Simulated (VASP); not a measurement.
## KBr: single point with r2SCAN

Crystal: KBr.

```xyz
4
Lattice="5.3174 0.0000 0.0000 -2.6587 4.6050 0.0000 0.0000 0.0000 6.2025" Properties=species:S:1:pos:R:3 pbc="T T T"
K     0.0000    3.0700   -0.3877
K     2.6587    1.5350    2.7136
Br    0.0000    3.0700    2.7136
Br    2.6587    1.5350    5.8149
```

This cell differs from its parent crystal: strain -5.4%.

| Property | Result |
| --- | --- |
| Program | VASP 6.6.1 |
| Task | single point |
| Functional | r2SCAN |
| Potentials or basis | VASP PAW PBE potentials, release 64 (K_sv, Br) |
| Cutoff | 520 eV |
| k mesh | 6 × 6 × 4 |
| Occupations | gaussian, width 0.01 eV |
| Spin | no spin polarisation |
| Dipole correction | no |
| Further INCAR settings | ALGO = Normal; EDIFF = 1e-06; NBANDS = 24 |

| Quantity | Value |
| --- | --- |
| Pressure | 3.0 GPa |
| Band gap on the k mesh | 4.96 eV |

Stress tensor (GPa, compression positive):
```
2.77 0.00 0.00
0.00 2.77 0.00
0.00 0.00 3.47
```

Levels at points of the mesh, in eV from the valence-band top:
```
           k point  band 13  band 14  band 15  band 16  band 17  band 18  band 19  band 20
(0.00, 0.00, 0.00)    -0.65    -0.44    -0.44     0.00     4.96     8.04     8.04     8.27
(0.50, 0.00, 0.00)    -0.62    -0.58    -0.32    -0.22     6.49     7.17     7.33     7.85
(0.00, 0.00, 0.50)    -0.58    -0.58    -0.58    -0.58     6.30     6.30     9.36     9.36
(0.50, 0.00, 0.50)    -0.48    -0.48    -0.42    -0.42     6.84     6.84     9.06     9.06
```

It took 2.2 min on 1 thread of Intel(R) Xeon(R) 6975P-C (Granite Rapids), with other jobs on the host, peak memory 0.32 GiB.

Caveat: the cell differs from its parent crystal (strain -5.4%); the cell stands under pressure; the structure was generated, so it needn't be the stable form of KBr; the PAW data sets were made with another functional, which shifts forces and pressure a little. A k mesh can miss the band edges.
